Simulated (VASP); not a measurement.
# HfN (Fm-3m) in VASP: single point with PBE

Aim: the single point of HfN with PBE.

Everything below comes from runs of VASP 6.6.1. Logs are shortened: lines on timing, memory, paths and dates and some standing lists are left out, and cuts for length are marked.

**1. The cell of the first run**

The structure is cubic, space group Fm-3m (No. 225). Conventional cell: a = 4.518 Å, b = 4.518 Å, c = 4.518 Å, α = 90.00°, β = 90.00°, γ = 90.00°. Hf (site symmetry m-3m) has 6 N at 2.26 Å within 3.0 Å. Within 3.0 Å of N (site symmetry m-3m) lie 6 Hf at 2.26 Å.

**2. Single point, PBE**

The input, INCAR:

```
SYSTEM = HfN
ALGO = Normal ; EDIFF = 1E-6
ENCUT = 600 ; GGA = PE
GGA_COMPAT = .False. ; ISIF = 2
ISMEAR = 0 ; LASPH = .True.
LCHARG = .True. ; LELF = .True.
LREAL = .False. ; LVHAR = .True.
LWAVE = .False. ; NBANDS = 14
NELM = 120 ; PREC = Accurate
SIGMA = 0.05
```

The input, KPOINTS:

```
k-points
0
Gamma
  10 10 10
  0 0 0
```

The input, POSCAR:

```
HfN
1.0
    0.0000000000      2.2590026142      2.2590026142
    2.2590026142      0.0000000000      2.2590026142
    2.2590026142      2.2590026142      0.0000000000
Hf N
1 1
Direct
    0.5000000000      0.5000000000      0.5000000000
    0.0000000000      0.0000000000      0.0000000000
```

Potentials or basis: VASP PAW PBE potentials, release 64 (Hf_pv, N).

Launch:

```
$ cat potpaw_PBE.64/Hf_pv/POTCAR potpaw_PBE.64/N/POTCAR > POTCAR
$ mpirun -np 1 vasp_std > vasp.out
```

OUTCAR:

```text
SYSTEM = HfN
   EDIFF = 1E-6
   ENCUT = 600
   GGA = PE
   ISIF = 2
   ISMEAR = 0
   LASPH = .True.
   LREAL = .False.
   NELM = 120
   PREC = Accurate

 ion  position               nearest neighbor table
   1  0.500  0.500  0.500-   2 2.26   2 2.26   2 2.26   2 2.26   2 2.26   2 2.26
   2  0.000  0.000  0.000-   1 2.26   1 2.26   1 2.26   1 2.26   1 2.26   1 2.26

  LATTYP: Found a face centered cubic cell.
 ALAT       =     4.5180052284

  Lattice vectors:

 A1 = (   0.0000000000,   2.2590026142,   2.2590026142)
 A2 = (   2.2590026142,   0.0000000000,   2.2590026142)
 A3 = (   2.2590026142,   2.2590026142,   0.0000000000)

Analysis of symmetry for initial positions (statically):
=====================================================================
 Subroutine PRICEL returns:
 Original cell was already a primitive cell.

 Routine SETGRP: Setting up the symmetry group for a
 face centered cubic supercell.

 Subroutine GETGRP returns: Found 48 space group operations
 (whereof 48 operations were pure point group operations)
 out of a pool of 48 trial point group operations.

The static configuration has the point symmetry O_h .

Analysis of symmetry for dynamics (positions and initial velocities):
=====================================================================
 Subroutine PRICEL returns:
 Original cell was already a primitive cell.

 Routine SETGRP: Setting up the symmetry group for a
 face centered cubic supercell.

 Subroutine GETGRP returns: Found 48 space group operations
 (whereof 48 operations were pure point group operations)
 out of a pool of 48 trial point group operations.

The dynamic configuration has the point symmetry O_h .

 Subroutine INISYM returns: Found 48 space group operations
 (whereof 48 operations are pure point group operations),
 and found     1 'primitive' translations

----------------------------------------------------------------------------------------

                                     Primitive cell

  volume of cell :      23.0558

  direct lattice vectors                    reciprocal lattice vectors
     0.000000000  2.259002614  2.259002614    -0.221336619  0.221336619  0.221336619
     2.259002614  0.000000000  2.259002614     0.221336619 -0.221336619  0.221336619
     2.259002614  2.259002614  0.000000000     0.221336619  0.221336619 -0.221336619

  length of vectors
     3.194712134  3.194712134  3.194712134     0.383366269  0.383366269  0.383366269

  position of ions in fractional coordinates (direct lattice)
     0.500000000  0.500000000  0.500000000
     0.000000000  0.000000000  0.000000000

  ion indices of the primitive-cell ions
   primitive index   ion index
                 1           1
                 2           2

----------------------------------------------------------------------------------------

 KPOINTS: k-points

Automatic generation of k-mesh.
 Grid dimensions read from file:
 generate k-points for:   10   10   10

 Generating k-lattice:

  Cartesian coordinates                     Fractional coordinates (reciprocal lattice)
    -0.022133662  0.022133662  0.022133662     0.100000000  0.000000000  0.000000000
     0.022133662 -0.022133662  0.022133662     0.000000000  0.100000000  0.000000000
     0.022133662  0.022133662 -0.022133662     0.000000000  0.000000000  0.100000000

  Length of vectors
     0.038336627  0.038336627  0.038336627

  Shift w.r.t. Gamma in fractional coordinates (k-lattice)
     0.000000000  0.000000000  0.000000000

 Subroutine IBZKPT returns following result:
 ===========================================

 Found     47 irreducible k-points:

 Following reciprocal coordinates:
            Coordinates               Weight
  0.000000  0.000000  0.000000      1.000000
  0.100000  0.000000  0.000000      8.000000
  0.200000  0.000000  0.000000      8.000000
  0.300000  0.000000  0.000000      8.000000
  0.400000  0.000000  0.000000      8.000000
  0.500000  0.000000  0.000000      4.000000
[... 16 lines left out ...]
  0.300000  0.300000  0.000000      6.000000
  0.400000  0.300000  0.000000     24.000000
 [... further k-points ...]
   k-points           NKPTS =     47   k-points in BZ     NKDIM =     47   number of bands    NBANDS=     14
   number of dos      NEDOS =    301   number of ions     NIONS =      2
   total plane-waves  NPLWV =  21952
   dimension x,y,z NGX =    28 NGY =   28 NGZ =   28
   dimension x,y,z NGXF=    56 NGYF=   56 NGZF=   56
   ions per type =               1   1
   NGX,Y,Z   is equivalent  to a cutoff of  14.57, 14.57, 14.57 a.u.
   NGXF,Y,Z  is equivalent  to a cutoff of  29.14, 29.14, 29.14 a.u.
 SYSTEM =  HfN
   PREC   = accura    normal or accurate (medium, high low for compatibility)
   ISTART =      0    job   : 0-new  1-cont  2-samecut
   ICHARG =      2    charge: 1-file 2-atom 10-const
   ISPIN  =      1    spin polarized calculation?
   LNONCOLLINEAR =      F non collinear calculations
   LSORBIT =      F    spin-orbit coupling
   LASPH  =      T    aspherical Exc in radial PAW
   ENCUT  =  600.0 eV  44.10 Ry    6.64 a.u.   6.38  6.38  6.38*2*pi/ulx,y,z
   NELM   =    120;   NELMIN=  2; NELMDL= -5     # of ELM steps
   EDIFF  = 0.1E-05   stopping-criterion for ELM
   LREAL  =      F    real-space projection
   EDIFFG = 0.1E-04   stopping-criterion for IOM
   NSW    =      0    number of steps for IOM
   IBRION =     -1    ionic relax: 0-MD 1-quasi-New 2-CG
   NFREE  =      0    steps in history (QN), initial steepest desc. (CG)
   ISIF   =      2    stress and relaxation
   ISYM   =      2    0-nonsym 1-usesym 2-fastsym
   POTIM  = 0.5000    time-step for ionic-motion
   TEBEG  =    0.0;   TEEND  =   0.0 temperature during run
   PSTRESS=    0.0 pullay stress
   NELECT =      15.0000    total number of electrons
   NUPDOWN=      -1.0000    fix difference up-down
   EMIN   =  10.00;   EMAX   =-10.00  energy-range for DOS
   EFERMI =   0.00;   METHOD = LEGACY
   ISMEAR =     0;   SIGMA  =   0.05  broadening in eV -4-tet -1-fermi 0-gaus
   EFERMI_NEDOS =   21; number of points for ismear=-14 and -15
   IALGO  =     38    algorithm
   IMIX   =      4    mixing-type and parameters
     AMIX     =   0.40;   BMIX     =  1.00
     AMIX_MAG =   1.60;   BMIX_MAG =  1.00
  volume/ion in A,a.u.               =      11.53        77.79
  Fermi-wavevector in a.u.,A,eV,Ry     =   1.418552  2.680674 27.378855  2.012289
  Thomas-Fermi vector in A             =   2.539665
   LORBIT       =      0    0 simple, 1 ext, 2 COOP (PROOUT), +10 PAW based schemes
   GGA     = PE    functional components
   LHFCALC =     F    Hartree Fock is set to
   AEXX    =    0.0000 exact exchange contribution
   IVDW    =     0    specifies the selected vdW correction
   LEPSILON=     F    determine dielectric tensor
   LRPA    =     F    only Hartree local field effects (RPA)
 non-spin polarized calculation
 Gauss-broadening in eV      SIGMA  =   0.05
  energy-cutoff  :      600.00
  volume of cell :       23.06
 maximum number of plane-waves:       785
 NGX is ok and might be reduce to    28
   NGX = 13   NGY = 13   NGZ = 13

 number of electron      15.0000002 magnetization

 Free energy of the ion-electron system (eV)
  ---------------------------------------------------
  ext. energy  EPLUGINS =         0.00000000
  ---------------------------------------------------
  free energy    TOTEN  =       -21.74974307 eV

  energy without entropy =      -21.74863371  energy(sigma->0) =      -21.74918839

 E-fermi :   8.4204     XC(G=0): -12.7323

 val. band max:        8.3791503117   @ k =  -0.4000   0.3000   0.0000
 cond. band min:       8.4350387206   @ k =  -0.1000   0.1000   0.0000
 fundamental gap:      0.0558884089
 Fermi energy:         8.4204119426

 k-point     1 :       0.0000    0.0000    0.0000
  band No.  band energies     occupation
      1     -22.7615      2.00000
      2     -22.7615      2.00000
      3     -22.7615      2.00000
      4      -9.1306      2.00000
      5       5.3508      2.00000
      6       5.3508      2.00000
      7       5.3508      2.00000
      8       8.0408      2.00000
      9       8.0408      2.00000
     10       8.0408      2.00000
     11      10.1796      0.00000
     12      10.3566      0.00000
     13      10.3566      0.00000
     14      17.9512      0.00000

 k-point     2 :       0.1000    0.0000    0.0000
  band No.  band energies     occupation
      1     -22.8619      2.00000
      2     -22.7699      2.00000
      3     -22.7699      2.00000
      4      -8.9030      2.00000
      5       4.4317      2.00000
      6       4.8104      2.00000
      7       4.8105      2.00000
      8       8.2643      1.99999
      9       8.3662      1.87493
     10       8.3662      1.87493
     11      10.8817      0.00000
     12      11.0916      0.00000
     13      11.0916      0.00000
     14      18.7165      0.00000

 k-point     3 :       0.2000    0.0000    0.0000
  band No.  band energies     occupation
      1     -23.1145      2.00000
      2     -22.7917      2.00000
      3     -22.7917      2.00000
      4      -8.2912      2.00000
      5       2.7628      2.00000
      6       3.8207      2.00000
      7       3.8207      2.00000
      8       8.6456      0.00000
      9       9.1799      0.00000
     10       9.1799      0.00000
     11      12.3323      0.00000
     12      12.7539      0.00000
     13      12.7539      0.00000
     14      20.5339      0.00000

 k-point     4 :       0.3000    0.0000    0.0000
  band No.  band energies     occupation
      1     -23.4089      2.00000
      2     -22.8183      2.00000
      3     -22.8183      2.00000
      4      -7.4793      2.00000
      5       1.1632      2.00000
      6       2.9521      2.00000
      7       2.9521      2.00000
      8       9.3715      0.00000
      9      10.3331      0.00000
     10      10.3331      0.00000
     11      13.5685      0.00000
     12      14.6653      0.00000
     13      14.6653      0.00000
     14      20.5914      0.00000

 k-point     5 :       0.4000    0.0000    0.0000
  band No.  band energies     occupation
      1     -23.6346      2.00000
      2     -22.8397      2.00000
      3     -22.8397      2.00000
      4      -6.7338      2.00000
      5      -0.0348      2.00000
      6       2.3901      2.00000
      7       2.3901      2.00000
      8      10.5556      0.00000
      9      11.5255      0.00000
     10      11.5255      0.00000
     11      13.6435      0.00000
[... 276 lines left out ...]
 k-point    22 :      -0.2000    0.2000    0.0000
  band No.  band energies     occupation
      1     -23.3553      2.00000
      2     -22.9991      2.00000
      3     -22.8077      2.00000
      4      -7.4251      2.00000
      5       1.1054      2.00000
      6       2.6960      2.00000
      7       3.4189      2.00000
      8       9.4558      0.00000
      9       9.7363      0.00000
     10      11.6578      0.00000
     11      12.0643      0.00000
     12      14.9722      0.00000
     13      16.1241      0.00000
     14      20.5873      0.00000

 k-point    23 :       0.3000    0.3000    0.0000
  band No.  band energies     occupation
      1     -23.3256      2.00000
      2     -22.9640      2.00000
      3     -22.9640      2.00000
      4      -7.8477      2.00000
      5       1.5648      2.00000
      6       4.5086      2.00000
      7       4.5086      2.00000
      8       5.4771      2.00000
      9      11.6390      0.00000
     10      12.1309      0.00000
     11      12.4777      0.00000
     12      12.4777      0.00000
     13      17.3676      0.00000
     14      20.5934      0.00000

 k-point    24 :       0.4000    0.3000    0.0000
  band No.  band energies     occupation
      1     -23.4340      2.00000
      2     -23.0248      2.00000
      3     -22.9959      2.00000
      4      -7.7371      2.00000
      5       1.7780      2.00000
      6       3.7686      2.00000
      7       4.2495      2.00000
      8       5.9126      2.00000
      9      12.4712      0.00000
     10      12.9560      0.00000
     11      13.1315      0.00000
     12      13.1966      0.00000
     13      17.5317      0.00000
     14      19.7207      0.00000

 [... further k-points ...]
[... 5 lines left out ...]
  --------------------------------------------------------------------------------------
  -------------------------------------------------------------------------------------
  Total        0.4244765      0.4244765      0.4244765      0.0000000      0.0000000      0.0000000
  in kB       29.4974227     29.4974227     29.4974227      0.0000000      0.0000000      0.0000000
  external PRESSURE =      29.4974227 kB  Pullay stress =       0.0000000 kB

 VOLUME and BASIS-vectors are now :
 -----------------------------------------------------------------------------
  energy-cutoff  :      600.00
  volume of cell :       23.06
      direct lattice vectors                 reciprocal lattice vectors
     0.000000000  2.259002614  2.259002614    -0.221336619  0.221336619  0.221336619
     2.259002614  0.000000000  2.259002614     0.221336619 -0.221336619  0.221336619
     2.259002614  2.259002614  0.000000000     0.221336619  0.221336619 -0.221336619

 POSITION                                       TOTAL-FORCE (eV/Angst)
 -----------------------------------------------------------------------------------
      2.25900      2.25900      2.25900         0.000000     -0.000000      0.000000
      0.00000      0.00000      0.00000        -0.000000      0.000000      0.000000
 -----------------------------------------------------------------------------------
    total drift:                                0.000000      0.000000      0.000000

  FREE ENERGIE OF THE ION-ELECTRON SYSTEM (eV)
  ---------------------------------------------------
  free  energy   TOTEN  =       -21.7497430736 eV

  energy  without entropy=      -21.7486337067  energy(sigma->0) =      -21.74918839
```

Wall time 25 s (1 thread of AMD EPYC 9R45 (Zen 5), shared host); peak memory 0.14 GiB.

Results:

```yaml
Free_energy: -21.7497 eV
Pressure: 2.9 GPa
```

Caveat: spin-orbit coupling is left out, which moves the levels of the heavy elements.
